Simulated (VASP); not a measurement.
# SrO: single point with PBE

Crystal: SrO.

```
Sr O
1.0
     4.33261    0.00000    0.00000
    -2.16630    3.75215    0.00000
     0.00000    0.00000    5.23605
Sr O
2 2
Direct
  0.33333 0.66667 0.93750
  0.66667 0.33333 0.43750
  0.33333 0.66667 0.43750
  0.66667 0.33333 0.93750
```

This cell differs from its parent crystal: volume changed by +3%.

```json
{
  "Program": "VASP 6.6.1",
  "Task": "single point",
  "Functional": "PBE",
  "Potentials or basis": "VASP PAW PBE potentials, release 64 (Sr_sv, O)",
  "Cutoff": "520 eV",
  "k mesh": "6 × 6 × 4",
  "Occupations": "gaussian, width 0.01 eV",
  "Spin": "no spin polarisation",
  "Dipole correction": "no",
  "Further INCAR settings": "ALGO = Normal; EDIFF = 1e-07; NBANDS = 24"
}
```

* Pressure: -1.5 GPa
* Band gap on the k mesh: 2.50 eV, direct

Stress tensor (GPa, compression positive):
```
-1.46  0.00  0.00
 0.00 -1.46  0.00
 0.00  0.00 -1.64
```

Levels at points of the mesh, in eV from the valence-band top:
```
           k point  band 13  band 14  band 15  band 16  band 17  band 18  band 19  band 20
(0.00, 0.00, 0.00)    -0.86    -0.86    -0.40     0.00     2.50     6.02     6.02     6.87
(0.50, 0.00, 0.00)    -0.39    -0.39    -0.34    -0.25     4.22     4.77     5.00     6.82
(0.00, 0.00, 0.50)    -1.02    -1.02    -1.02    -1.02     4.19     4.19     7.64     7.64
(0.50, 0.00, 0.50)    -0.84    -0.84    -0.43    -0.43     4.83     4.83     7.20     7.20
```

It took 40 s on 1 thread of Intel(R) Xeon(R) Platinum 8259CL CPU @ 2.50GHz (Skylake/Cascade Lake) (shared host), peak memory 0.21 GiB.
